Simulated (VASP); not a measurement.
# Si (Imma) in VASP: further runs

Runs on Si. Level: PBEsol. Tasks: single point.

Program: VASP 6.6.1. These are calculated values, not measurements. Logs are shortened: lines on timing, memory, paths and dates and some standing lists are left out, and cuts for length are marked.

## (1) The cell of the first run

The structure is orthorhombic, space group Imma (No. 74). Conventional cell: a = 3.840 Å, b = 3.881 Å, c = 5.413 Å, α = 90.00°, β = 90.00°, γ = 90.00°. Si (site symmetry mm2) has 4 Si at 2.35 to 2.36 Å within 3.1 Å.

## (2) Single point, PBEsol

INCAR reads:

```
  PREC = Accurate
  ENCUT = 500
  EDIFF = 1E-6
  ISMEAR = 0
  SIGMA = 0.01
  LREAL = False
  LASPH = True
  NELM = 120
  ALGO = Normal
  ISIF = 2
  LWAVE = False
  LCHARG = True
  GGA = PS
  LELF = True
  LVHAR = True
  NBANDS = 11
  GGA_COMPAT = False
```

KPOINTS reads:

```
regular mesh
0
Gamma
  4 4 4
```

POSCAR reads:

```
Si
1.0
    0.0144571039      2.7295416308      2.7066447005
    2.7295416308      0.0144571039      2.7066447005
    2.7439987347      2.7439987347      0.0000000000
Si
2
Direct
    0.0007249342      0.0007249342     -0.0007249342
    0.2492750658      0.2492750658      0.2507249342
```

Potentials or basis: VASP PAW PBE potentials, release 64 (Si).

The run is started by

```bash
cat potpaw_PBE.64/Si/POTCAR > POTCAR
mpirun -np 1 vasp_std > vasp.out
```

OUTCAR:

```text
PREC = Accurate
   ENCUT = 500
   EDIFF = 1E-6
   ISMEAR = 0
   LREAL = False
   LASPH = True
   NELM = 120
   ISIF = 2
   GGA = PS

 ion  position               nearest neighbor table
   1  0.001  0.001  0.999-   2 2.35   2 2.35   2 2.36   2 2.36
   2  0.249  0.249  0.251-   1 2.35   1 2.35   1 2.36   1 2.36

  LATTYP: Found a body centered orthorhombic cell.
 ALAT       =     3.8397093609
 B/A-ratio  =     1.0106494687
 C/A-ratio  =     1.4098174867

  Lattice vectors:

 A1 = (   2.7295416308,   0.0144571039,  -2.7066447005)
 A2 = (  -2.7295416308,  -0.0144571039,  -2.7066447005)
 A3 = (   0.0144571039,   2.7295416308,   2.7066447005)

Analysis of symmetry for initial positions (statically):
=====================================================================
 Subroutine PRICEL returns:
 Original cell was already a primitive cell.

 Routine SETGRP: Setting up the symmetry group for a
 body centered orthorhombic supercell.

 Subroutine GETGRP returns: Found  8 space group operations
 (whereof  4 operations were pure point group operations)
 out of a pool of  8 trial point group operations.

The static configuration has the point symmetry C_2v.
 The point group associated with its full space group is D_2h.

Analysis of symmetry for dynamics (positions and initial velocities):
=====================================================================
 Subroutine PRICEL returns:
 Original cell was already a primitive cell.

 Routine SETGRP: Setting up the symmetry group for a
 body centered orthorhombic supercell.

 Subroutine GETGRP returns: Found  8 space group operations
 (whereof  4 operations were pure point group operations)
 out of a pool of  8 trial point group operations.

The dynamic configuration has the point symmetry C_2v.
 The point group associated with its full space group is D_2h.

 Subroutine INISYM returns: Found  8 space group operations
 (whereof  4 operations are pure point group operations),
 and found     1 'primitive' translations

----------------------------------------------------------------------------------------

                                     Primitive cell

  volume of cell :      40.3300

  direct lattice vectors                    reciprocal lattice vectors
     0.014457104  2.729541631  2.706644701    -0.184156329  0.184156329  0.184730563
     2.729541631  0.014457104  2.706644701     0.184156329 -0.184156329  0.184730563
     2.743998735  2.743998735  0.000000000     0.182215827  0.182215827 -0.184730563

  length of vectors
     3.844025502  3.844025502  3.880600226     0.319299997  0.319299997  0.317065603

  position of ions in fractional coordinates (direct lattice)
     0.000724934  0.000724934  0.999275066
     0.249275066  0.249275066  0.250724934

  ion indices of the primitive-cell ions
   primitive index   ion index
                 1           1
                 2           2

----------------------------------------------------------------------------------------

 KPOINTS: regular mesh

Automatic generation of k-mesh.
 Grid dimensions read from file:
 generate k-points for:    4    4    4

 Generating k-lattice:

  Cartesian coordinates                     Fractional coordinates (reciprocal lattice)
    -0.046039082  0.046039082  0.046182641     0.250000000  0.000000000  0.000000000
     0.046039082 -0.046039082  0.046182641     0.000000000  0.250000000  0.000000000
     0.045553957  0.045553957 -0.046182641    -0.000000000 -0.000000000  0.250000000

  Length of vectors
     0.079824999  0.079824999  0.079266401

  Shift w.r.t. Gamma in fractional coordinates (k-lattice)
     0.000000000  0.000000000  0.000000000

 Subroutine IBZKPT returns following result:
 ===========================================

 Found     18 irreducible k-points:

 Following reciprocal coordinates:
            Coordinates               Weight
  0.000000  0.000000  0.000000      1.000000
  0.250000 -0.000000  0.000000      4.000000
  0.500000 -0.000000  0.000000      2.000000
  0.250000  0.250000  0.000000      2.000000
  0.500000  0.250000  0.000000      4.000000
 -0.250000  0.250000  0.000000      2.000000
[... 10 lines left out ...]
  0.250000  0.250000  0.500000      2.000000
 -0.250000  0.250000  0.500000      2.000000
   k-points           NKPTS =     18   k-points in BZ     NKDIM =     18   number of bands    NBANDS=     11
   number of dos      NEDOS =    301   number of ions     NIONS =      2
   total plane-waves  NPLWV =  21952
   dimension x,y,z NGX =    28 NGY =   28 NGZ =   28
   dimension x,y,z NGXF=    56 NGYF=   56 NGZF=   56
   ions per type =               2
   NGX,Y,Z   is equivalent  to a cutoff of  12.11, 12.11, 12.00 a.u.
   NGXF,Y,Z  is equivalent  to a cutoff of  24.22, 24.22, 23.99 a.u.
 SYSTEM =  unknown system
   PREC   = accura    normal or accurate (medium, high low for compatibility)
   ISTART =      0    job   : 0-new  1-cont  2-samecut
   ICHARG =      2    charge: 1-file 2-atom 10-const
   ISPIN  =      1    spin polarized calculation?
   LNONCOLLINEAR =      F non collinear calculations
   LSORBIT =      F    spin-orbit coupling
   LASPH  =      T    aspherical Exc in radial PAW
   ENCUT  =  500.0 eV  36.75 Ry    6.06 a.u.   7.01  7.01  7.08*2*pi/ulx,y,z
   NELM   =    120;   NELMIN=  2; NELMDL= -5     # of ELM steps
   EDIFF  = 0.1E-05   stopping-criterion for ELM
   LREAL  =      F    real-space projection
   EDIFFG = 0.1E-04   stopping-criterion for IOM
   NSW    =      0    number of steps for IOM
   IBRION =     -1    ionic relax: 0-MD 1-quasi-New 2-CG
   NFREE  =      0    steps in history (QN), initial steepest desc. (CG)
   ISIF   =      2    stress and relaxation
   ISYM   =      2    0-nonsym 1-usesym 2-fastsym
   POTIM  = 0.5000    time-step for ionic-motion
   TEBEG  =    0.0;   TEEND  =   0.0 temperature during run
   PSTRESS=    0.0 pullay stress
   NELECT =       8.0000    total number of electrons
   NUPDOWN=      -1.0000    fix difference up-down
   EMIN   =  10.00;   EMAX   =-10.00  energy-range for DOS
   EFERMI =   0.00;   METHOD = LEGACY
   ISMEAR =     0;   SIGMA  =   0.01  broadening in eV -4-tet -1-fermi 0-gaus
   EFERMI_NEDOS =   21; number of points for ismear=-14 and -15
   IALGO  =     38    algorithm
   IMIX   =      4    mixing-type and parameters
     AMIX     =   0.40;   BMIX     =  1.00
     AMIX_MAG =   1.60;   BMIX_MAG =  1.00
  volume/ion in A,a.u.               =      20.17       136.08
  Fermi-wavevector in a.u.,A,eV,Ry     =   0.954762  1.804239 12.402681  0.911571
  Thomas-Fermi vector in A             =   2.083539
   LORBIT       =      0    0 simple, 1 ext, 2 COOP (PROOUT), +10 PAW based schemes
   GGA     = PS    functional components
   LHFCALC =     F    Hartree Fock is set to
   AEXX    =    0.0000 exact exchange contribution
   IVDW    =     0    specifies the selected vdW correction
   LEPSILON=     F    determine dielectric tensor
   LRPA    =     F    only Hartree local field effects (RPA)
 non-spin polarized calculation
 Gauss-broadening in eV      SIGMA  =   0.01
  energy-cutoff  :      500.00
  volume of cell :       40.33
 maximum number of plane-waves:      1040
   NGX = 13   NGY = 13   NGZ = 15

 number of electron       8.0000000 magnetization

 Free energy of the ion-electron system (eV)
  ---------------------------------------------------
  ext. energy  EPLUGINS =         0.00000000
  ---------------------------------------------------
  free energy    TOTEN  =       -11.29468504 eV

  energy without entropy =      -11.29468504  energy(sigma->0) =      -11.29468504

 E-fermi :   5.9069     XC(G=0):  -9.5046

 val. band max:        5.8014572070   @ k =   0.0000   0.0000   0.0000
 cond. band min:       6.2192043146   @ k =   0.5000   0.5000   0.0000
 fundamental gap:      0.4177471076
 Fermi energy:         5.9068999440

 k-point     1 :       0.0000    0.0000    0.0000
  band No.  band energies     occupation
      1      -6.1884      2.00000
      2       5.6954      2.00000
      3       5.7942      2.00000
      4       5.8015      2.00000
      5       8.2095      0.00000
      6       8.2228      0.00000
      7       8.3261      0.00000
      8       9.0198      0.00000
      9      13.3493      0.00000
     10      13.4290      0.00000
     11      13.4999      0.00000

 k-point     2 :       0.2500   -0.0000    0.0000
  band No.  band energies     occupation
      1      -5.3826      2.00000
      2       1.8516      2.00000
      3       4.9190      2.00000
      4       5.0262      2.00000
      5       7.6358      0.00000
      6       9.1441      0.00000
      7       9.2302      0.00000
      8      12.5624      0.00000
      9      12.8021      0.00000
     10      12.9132      0.00000
     11      14.4846      0.00000

 k-point     3 :       0.5000   -0.0000    0.0000
  band No.  band energies     occupation
      1      -3.8261      2.00000
      2      -1.2209      2.00000
      3       4.4759      2.00000
      4       4.5884      2.00000
      5       7.1322      0.00000
      6       8.9358      0.00000
      7       9.0520      0.00000
      8      13.2015      0.00000
      9      16.2555      0.00000
     10      16.2746      0.00000
     11      16.9308      0.00000
[... 183 lines left out ...]
 k-point    17 :       0.2500    0.2500    0.5000
  band No.  band energies     occupation
      1      -4.1774      2.00000
      2       0.2930      2.00000
      3       1.9914      2.00000
      4       4.4334      2.00000
      5       8.1098      0.00000
      6      10.5064      0.00000
      7      10.8844      0.00000
      8      11.8648      0.00000
      9      12.1615      0.00000
     10      15.0263      0.00000
     11      18.2315      0.00000

 k-point    18 :      -0.2500    0.2500    0.5000
  band No.  band energies     occupation
      1      -1.8920      2.00000
      2      -1.8920      2.00000
      3       1.8660      2.00000
      4       1.8660      2.00000
      5       9.9847      0.00000
      6       9.9847      0.00000
      7      10.7430      0.00000
      8      10.7430      0.00000
      9      16.1312      0.00000
     10      16.1312      0.00000
     11      18.5847      0.00000

------------------------ aborting loop because EDIFF is reached ----------------------------------------

  FORCE on cell =-STRESS in cart. coord.  units (eV):
  Direction    XX          YY          ZZ          XY          YZ          ZX
  --------------------------------------------------------------------------------------
  -------------------------------------------------------------------------------------
  Total       -0.0095243     -0.0095243      0.1842348     -0.1915733      0.0000000      0.0000000
  in kB       -0.3783684     -0.3783684      7.3190340     -7.6105682      0.0000000      0.0000000
  external PRESSURE =       2.1874324 kB  Pullay stress =       0.0000000 kB

 VOLUME and BASIS-vectors are now :
 -----------------------------------------------------------------------------
  energy-cutoff  :      500.00
  volume of cell :       40.33
      direct lattice vectors                 reciprocal lattice vectors
     0.014457104  2.729541631  2.706644701    -0.184156329  0.184156329  0.184730563
     2.729541631  0.014457104  2.706644701     0.184156329 -0.184156329  0.184730563
     2.743998735  2.743998735  0.000000000     0.182215827  0.182215827 -0.184730563

 POSITION                                       TOTAL-FORCE (eV/Angst)
 -----------------------------------------------------------------------------------
      2.74400      2.74400      0.00392        -0.000000     -0.000000     -0.008308
      1.37200      1.37200      1.34940         0.000000      0.000000      0.008308
 -----------------------------------------------------------------------------------
    total drift:                               -0.000000     -0.000000      0.000000

  FREE ENERGIE OF THE ION-ELECTRON SYSTEM (eV)
  ---------------------------------------------------
  free  energy   TOTEN  =       -11.2946850416 eV

  energy  without entropy=      -11.2946850416  energy(sigma->0) =      -11.29468504
```

Run time: 5.6 s. Hardware: 1 thread of Intel Xeon Platinum 8375C at 2.90GHz (Ice Lake), shared host; peak memory 0.14 GiB.

What came out:

```
Free energy            : -11.2947 eV
Pressure               : 0.2 GPa
Largest force          : 0.008 eV/Å
Band gap on the k mesh : 0.42 eV, indirect (least direct gap 2.41 eV)
```

Forces in eV/Å, atoms in the order of the input:
```
Si   0.000  0.000 -0.008
Si   0.000  0.000  0.008
```

Levels at points of the mesh, in eV from the valence-band top:
```tsv
k point	band 1	band 2	band 3	band 4	band 5	band 6	band 7	band 8	band 9
(0.00, 0.00, 0.00)	-11.99	-0.11	-0.01	0.00	2.41	2.42	2.52	3.22	7.55
(0.50, 0.00, 0.00)	-9.63	-7.02	-1.33	-1.21	1.33	3.13	3.25	7.40	10.45
(0.50, 0.50, 0.00)	-7.84	-7.80	-3.02	-2.88	0.42	0.58	9.91	9.98	10.88
(0.00, 0.00, 0.50)	-9.68	-7.04	-1.23	-1.19	1.45	3.23	3.25	7.48	10.30
(0.50, 0.00, 0.50)	-7.87	-7.87	-2.88	-2.88	0.56	0.56	9.94	9.94	10.86
```

Caveat: the k points lie up to 0.50 Å⁻¹ apart; the PAW data sets were made with another functional, which shifts forces and pressure a little. A k mesh can miss the band edges.

## (3) Single point, PBEsol

INCAR reads:

```
SYSTEM = Si
  PREC = Accurate
  ENCUT = 500
  EDIFF = 1E-6
  ISMEAR = 0
  SIGMA = 0.01
  LREAL = .False.
  LASPH = .True.
  NELM = 120
  ALGO = Normal
  ISIF = 2
  LWAVE = .False.
  LCHARG = .False.
  GGA = PS
  NBANDS = 11
  GGA_COMPAT = .False.
```

KPOINTS reads:

```
Automatic mesh
0
Gamma
  4 4 4
  0 0 0
```

POSCAR is that of step 2.

Potentials or basis: VASP PAW PBE potentials, release 64 (Si).

The run is started by

```bash
cat potpaw_PBE.64/Si/POTCAR > POTCAR
mpirun -np 1 vasp_std > vasp.out
```

Run time: 5.2 s. Hardware: 1 thread of Intel Xeon Platinum 8375C at 2.90GHz (Ice Lake), shared host; peak memory 0.14 GiB.

It converged, with:

```
Free energy            : -11.2947 eV
Pressure               : 0.2 GPa
Largest force          : 0.008 eV/Å
Band gap on the k mesh : 0.42 eV, indirect (least direct gap 2.41 eV)
```

Forces in eV/Å, atoms in the order of the input:
```
Si   0.000  0.000 -0.008
Si   0.000  0.000  0.008
```

Stress tensor (GPa, compression positive):
```
-0.04 -0.76  0.00
-0.76 -0.04  0.00
 0.00  0.00  0.73
```

Levels at points of the mesh, in eV from the valence-band top:
| k point | band 1 | band 2 | band 3 | band 4 | band 5 | band 6 | band 7 | band 8 | band 9 |
| --- | --- | --- | --- | --- | --- | --- | --- | --- | --- |
| (0.00, 0.00, 0.00) | -11.99 | -0.11 | -0.01 | 0.00 | 2.41 | 2.42 | 2.52 | 3.22 | 7.55 |
| (0.50, 0.00, 0.00) | -9.63 | -7.02 | -1.33 | -1.21 | 1.33 | 3.13 | 3.25 | 7.40 | 10.45 |
| (0.50, 0.50, 0.00) | -7.84 | -7.80 | -3.02 | -2.88 | 0.42 | 0.58 | 9.91 | 9.98 | 10.88 |
| (0.00, 0.00, 0.50) | -9.68 | -7.04 | -1.23 | -1.19 | 1.45 | 3.23 | 3.25 | 7.48 | 10.30 |
| (0.50, 0.00, 0.50) | -7.87 | -7.87 | -2.88 | -2.88 | 0.56 | 0.56 | 9.94 | 9.94 | 10.86 |

Caveat: the k points lie up to 0.50 Å⁻¹ apart; the PAW data sets were made with another functional, which shifts forces and pressure a little. Expect the measured gap to be larger: semilocal functionals such as PBEsol lack the derivative discontinuity.
